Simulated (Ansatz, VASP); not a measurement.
**One calculation of ScHg, two programs**

The input INCAR:

```
SYSTEM = ScHg
PREC = Accurate
ENCUT = 520
EDIFF = 1E-6
ISMEAR = 0
SIGMA = 0.15
LREAL = .False.
LASPH = .True.
NELM = 80
ALGO = Normal
ISIF = 2
LWAVE = .False.
LCHARG = .False.
GGA = CA
NBANDS = 18
```

The input KPOINTS:

```
regular mesh
0
Gamma
  14 14 14
  0 0 0
```

Contents of POSCAR:

```
ScHg
1.0
    3.4800000000      0.0000000000      0.0000000000
    0.0000000000      3.4800000000      0.0000000000
    0.0000000000      0.0000000000      3.4800000000
Sc Hg
1 1
Direct
    0.5000000000      0.5000000000      0.5000000000
    0.0000000000      0.0000000000      0.0000000000
```

Input for Ansatz:

```yaml
crystal:
  lattice:
    - [3.48, 0.0, 0.0]
    - [0.0, 3.48, 0.0]
    - [0.0, 0.0, 3.48]
  atoms:
    - { symbol: Sc, position: [0.5, 0.5, 0.5] }
    - { symbol: Hg, position: [0.0, 0.0, 0.0] }
basis:
  ecutwfc: 420
kpoints:
  mp_grid: { grid: [14, 14, 14] }
hamiltonian:
  xc: lda
scf:
  occupations: { method: gaussian, width: 0.15 }
output:
  forces: true
  stress: true
  eigenvalues: true
```

Alike in both runs: task single point; functional LDA; k mesh 14 × 14 × 14; occupations gaussian, width 0.15 eV; no spin polarisation.

|  | VASP | Ansatz |
| --- | --- | --- |
| version | VASP 6.6.1 | Ansatz 0.2.0 |
| potentials or method | VASP PAW LDA potentials, release 64 (Sc_sv, Hg), cutoff 520 eV | scalar-relativistic, plane waves, PAW |
| valence electrons in the cell | 23 | 31 |

Ansatz gave:

```
gap on the k mesh at the Fermi level (eV) : none
pressure (GPa)                            : -4.1
```

Question: Estimate VASP's values.

Answer: gap on the k mesh at the Fermi level (eV): none; pressure (GPa): -3.6.

LDA's correlation is that of Perdew and Zunger in VASP and of Perdew and Wang (1992) in Ansatz. A gap of «none» marks a metal or a gap that the smearing closes. VASP's potentials hold 23 valence electrons a cell and Ansatz's 31, so a difference there can come from the potentials and not from the codes.

Neither program's run includes spin-orbit coupling.
